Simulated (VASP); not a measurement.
Input of a VASP 6.6.1 run:

The input INCAR:

```
SYSTEM = InRh
  PREC = Accurate
  ENCUT = 500
  EDIFF = 1E-6
  ISMEAR = 0
  SIGMA = 0.1
  LREAL = .False.
  LASPH = .True.
  NELM = 120
  ALGO = Normal
  ISIF = 2
  LWAVE = .False.
  LCHARG = .False.
  GGA = CA
  NBANDS = 21
  GGA_COMPAT = .False.
```

KPOINTS

```
Automatic mesh
0
Gamma
  6 6 6
  0 0 0
```

POSCAR

```
InRh
1.0
    3.1960000000      0.0000000000      0.0000000000
    0.0000000000      3.1960000000      0.0000000000
    0.0000000000      0.0000000000      3.1960000000
In Rh
1 1
Direct
    0.5000000000      0.5000000000      0.5000000000
    0.0000000000      0.0000000000      0.0000000000
```

Potentials or basis: VASP PAW LDA potentials, release 64 (In_d, Rh_pv).

The run is started by

```bash
$ cat potpaw_LDA.64/In_d/POTCAR potpaw_LDA.64/Rh_pv/POTCAR > POTCAR
$ mpirun -np 1 vasp_std > vasp.out
```

(1) Estimate the pressure.

(2) Estimate the band gap on the k mesh.

Answers

(1) -5.3 GPa.

(2) zero (band 14 reaches 12.44 eV, above the bottom of band 15 at 10.80 eV).

Caveat: spin-orbit coupling is left out, which moves the levels of the heavy elements.
